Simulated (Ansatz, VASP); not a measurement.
# Cr: VASP beside Ansatz

INCAR

```
SYSTEM = Cr
PREC = Accurate ; ENCUT = 520
EDIFF = 1E-6 ; ISMEAR = 0
SIGMA = 0.05 ; LREAL = .False.
LASPH = .True. ; NELM = 150
ALGO = Fast ; ISIF = 2
LWAVE = .False. ; LCHARG = .False.
ISPIN = 2 ; MAGMOM = 2 -2
LORBIT = 11 ; LMAXMIX = 4
GGA = PE ; NBANDS = 23
```

Contents of KPOINTS:

```
regular mesh
0
Gamma
  12 12 12
  0 0 0
```

The input POSCAR:

```
Cr
1.0
    2.8482214452      0.0000000000      0.0000000000
    0.0000000000      2.8482214452      0.0000000000
    0.0000000000      0.0000000000      2.8482214452
Cr
2
Direct
    0.0000000000      0.0000000000      0.0000000000
    0.5000000000      0.5000000000      0.5000000000
```

Input for Ansatz:

```yaml
crystal:
  lattice:
    - [2.8482214452, 0.0, 0.0]
    - [0.0, 2.8482214452, 0.0]
    - [0.0, 0.0, 2.8482214452]
  atoms:
    - { symbol: Cr, position: [0.0, 0.0, 0.0], spin: 2.0 }
    - { symbol: Cr, position: [0.5, 0.5, 0.5], spin: -2.0 }
basis:
  ecutwfc: 420
  ecutrho_ratio: 4
kpoints:
  mp_grid: { grid: [12, 12, 12] }
hamiltonian:
  xc: pbe
scf:
  occupations: { method: gaussian, width: 0.05 }
  lower_state_search: "off"
output:
  forces: true
  stress: true
  eigenvalues: true
  populations: true
magnetization:
  spin_polarized: true
```

Alike in both runs: task single point; functional PBE; k mesh 12 × 12 × 12; occupations gaussian, width 0.05 eV; collinear spin.

|  | VASP | Ansatz |
| --- | --- | --- |
| version | VASP 6.6.1 | Ansatz 0.2.0 |
| potentials or method | VASP PAW PBE potentials, release 64 (Cr_pv), cutoff 520 eV | scalar-relativistic, plane waves, PAW |
| valence electrons in the cell | 24 | 28 |

VASP gave:

```
gap on the k mesh at the Fermi level (eV)                     : none
pressure (GPa)                                                : 3.5
net moment per atom (μB)                                      : 0.00
size of the moment on the site where the two differ most (μB) : 0.99
```

Problem. Which values does Ansatz return?

Solution. gap on the k mesh at the Fermi level (eV): none; pressure (GPa): 3.7; net moment per atom (μB): 0.00; size of the moment on the site where the two differ most (μB): 0.90.

Site moments also hang on the region over which each program counts them. A gap of «none» marks a metal or a gap that the smearing closes. The functional is the same, so the differences come from potentials, cutoffs and numerics. VASP's potentials hold 24 valence electrons a cell and Ansatz's 28, so a difference there can come from the potentials and not from the codes.
